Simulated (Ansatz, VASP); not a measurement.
# Bi3SbO3 in VASP and in Ansatz

```xyz
7
Lattice="3.9220 0.0000 0.0000 0.0000 3.9220 0.0000 0.0000 0.0000 9.5958" Properties=species:S:1:pos:R:3 pbc="T T T"
Sb    0.0000    0.0000    2.9791
Bi    1.9610    1.9610    9.5084
Bi    0.0000    0.0000    6.9504
Bi    1.9610    1.9610    4.6135
O     1.9610    0.0000    8.2426
O     0.0000    1.9610    8.2426
O     0.0000    0.0000    0.9834
```

Alike in both runs: functional PBE; k mesh 8 × 8 × 4; occupations gaussian, width 0.1 eV; no spin polarisation.

Ansatz relaxed the structure, and its values are those at the end. VASP's run is a single point on that final structure, the one shown.

```csv
,VASP,Ansatz
version,VASP 6.6.1,Ansatz 0.2.0
potentials or method,"VASP PAW PBE potentials, release 64 (Sb, Bi_d, O), cutoff 520 eV","scalar-relativistic, plane waves, PAW"
valence electrons in the cell,68,78
```

VASP gave:

- gap on the k mesh at the Fermi level (eV): none
- pressure (GPa): 0.0
- rms of the force components (eV/Å): 0.022

Problem. What did Ansatz give for the same quantities?

Solution. gap on the k mesh at the Fermi level (eV): none; pressure (GPa): 0.0; rms of the force components (eV/Å): 0.002.

A gap of «none» marks a metal or a gap that the smearing closes. VASP's potentials hold 68 valence electrons a cell and Ansatz's 78, so a difference there can come from the potentials and not from the codes.

Neither program's run includes spin-orbit coupling.
